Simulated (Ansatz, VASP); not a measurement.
Bi: VASP beside Ansatz

File INCAR:

```
SYSTEM = Bi
PREC = Accurate
ENCUT = 520
EDIFF = 1E-6
ISMEAR = 0
SIGMA = 0.02
LREAL = .False.
LASPH = .True.
NELM = 100
ALGO = Normal
ISIF = 2
LWAVE = .False.
LCHARG = .False.
LDIPOL = .True.
IDIPOL = 3
DIPOL = 0.5 0.5 0.500
GGA = PE
NBANDS = 22
```

KPOINTS

```
regular mesh
0
Gamma
  9 9 1
  0 0 0
```

POSCAR

```
Bi
1.0
    4.0700000000      0.0000000000      0.0000000000
   -2.0350000000      3.5247233934      0.0000000000
    0.0000000000      0.0000000000     28.0000000000
Bi
2
Direct
    0.3333333333      0.6666666667      0.5396071429
    0.6666666667      0.3333333333      0.4603928571
```

Input for Ansatz:

```yaml
crystal:
  lattice:
    - [4.07, 0.0, 0.0]
    - [-2.035, 3.5247233934, 0.0]
    - [0.0, 0.0, 28.0]
  atoms:
    - { symbol: Bi, position: [0.3333333333, 0.6666666667, 0.5396071429] }
    - { symbol: Bi, position: [0.6666666667, 0.3333333333, 0.4603928571] }
  periodic: [true, true, false]
basis:
  ecutwfc: 420
kpoints:
  mp_grid: { grid: [9, 9, 1] }
hamiltonian:
  xc: pbe
scf:
  occupations: { method: gaussian, width: 0.02 }
output:
  forces: true
  stress: true
  eigenvalues: true
```

Alike in both runs: task single point; functional PBE; k mesh 9 × 9 × 1; occupations gaussian, width 0.02 eV; no spin polarisation.

|  | VASP | Ansatz |
| --- | --- | --- |
| version | VASP 6.6.1 | Ansatz 0.2.0 |
| potentials or method | VASP PAW PBE potentials, release 64 (Bi_d), cutoff 520 eV | scalar-relativistic, plane waves, PAW |
| valence electrons in the cell | 30 | 30 |

```csv
,VASP,Ansatz,Ansatz less VASP
rms of the force components (eV/Å),0.978,0.980,+0.0027
```

Atom by atom the forces differ by 0.003 eV/Å (rms over components). With one functional, cell and mesh, what is left measures potentials, basis and numerics.

Spin-orbit coupling is off throughout.
